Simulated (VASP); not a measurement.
Here is a VASP 6.6.1 calculation.

File INCAR:

```
SYSTEM = ZnO
PREC = Accurate
ENCUT = 520
EDIFF = 1E-7
ISMEAR = 0
SIGMA = 0.02
LREAL = .FALSE.
LASPH = .TRUE.
NELM = 100
ALGO = Normal
ISIF = 2
LWAVE = .FALSE.
LCHARG = .FALSE.
GGA = PS
NBANDS = 26
```

File KPOINTS:

```
Automatic mesh
0
G
  12 12 6
  0 0 0
```

Contents of POSCAR:

```
ZnO
1.0
    3.2087000620      0.0000000000      0.0000000000
   -1.6043500310      2.7788157668      0.0000000000
    0.0000000000      0.0000000000      5.3183571232
Zn O
2 2
Direct
    0.6666666667      0.3333333333      0.5039424258
    0.3333333333      0.6666666667      0.0039424258
    0.6666666667      0.3333333333      0.8763675742
    0.3333333333      0.6666666667      0.3763675742
```

Potentials or basis: VASP PAW PBE potentials, release 64 (Zn, O).

Command:

```console
$ cat potpaw_PBE.64/Zn/POTCAR potpaw_PBE.64/O/POTCAR > POTCAR
$ mpirun -np 1 vasp_std > vasp.out
```

Task: What does it give for the pressure?

Result: 0.0 GPa.

Task: Predict the largest force.

Result: 0.006 eV/Å.

Task: What does it give for the band gap on the k mesh?

Result: 0.64 eV.

Stress tensor (GPa, compression positive):
```
 0.99  0.00  0.00
 0.00  0.99  0.00
 0.00  0.00 -2.06
```

Caveat: the cell differs from its parent crystal (uniaxial strain along c: +2.0 %, then relaxed in part); semilocal functionals underestimate gaps, and a narrow one can read as zero; the PAW data sets were made with another functional, which shifts forces and pressure a little.
